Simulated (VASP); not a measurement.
Set up this calculation in VASP 6.6.1, as the native input.

* Task: electric field gradients
* Functional: LDA
* Potentials or basis: VASP PAW LDA potentials, release 64 (Sr_sv)
* Cutoff: 520 eV
* k mesh: 10 × 10 × 5
* Occupations: fermi-dirac, width 0.08 eV
* Spin: no spin polarisation
* Dipole correction: no
* Further INCAR settings: ALGO = Normal; EDIFF = 1e-08; NBANDS = 17

The structure of Sr lies in POSCAR:

```
Sr
1.0
    4.3531002229      0.0000000000      0.0000000000
   -2.1765501115      3.7698953782      0.0000000000
    0.0000000000      0.0000000000      7.0500000000
Sr
2
Direct
    0.3333333333      0.6666666667      0.2500000000
    0.6666666667      0.3333333333      0.7500000000
```

This cell differs from its parent crystal: equal xx and yy strain of +1 %.

These files were run (other wordings do the same):

INCAR

```
SYSTEM = Sr
  PREC = Accurate
  ENCUT = 520
  EDIFF = 1E-8
  ISMEAR = -1
  SIGMA = 0.08
  LREAL = .FALSE.
  LASPH = .TRUE.
  NELM = 60
  ALGO = Normal
  ISIF = 2
  LWAVE = .FALSE.
  LCHARG = .FALSE.
  GGA = CA
  LEFG = .TRUE.
  NBANDS = 17
```

KPOINTS

```
regular mesh
0
G
  10 10 5
  0 0 0
```

Potentials or basis: VASP PAW LDA potentials, release 64 (Sr_sv).

The run is started by

```sh
$ cat potpaw_LDA.64/Sr_sv/POTCAR > POTCAR
$ mpirun -np 1 vasp_std > vasp.out
```

Results of the run:

| Item | Value |
| --- | --- |
| Pressure | -1.7 GPa |
| Band gap on the k mesh | zero (band 10 reaches 1.36 eV, above the bottom of band 11 at 1.25 eV) |

Caveat: the cell differs from its parent crystal (equal xx and yy strain of +1 %); without QUAD_EFG the Cq values of the log hold for a quadrupole moment of 1 mb, not for the nuclei.

It took 36 s on 1 thread of AMD EPYC 9R45 96-Core Processor (Zen 5) (shared host), peak memory 0.19 GiB.
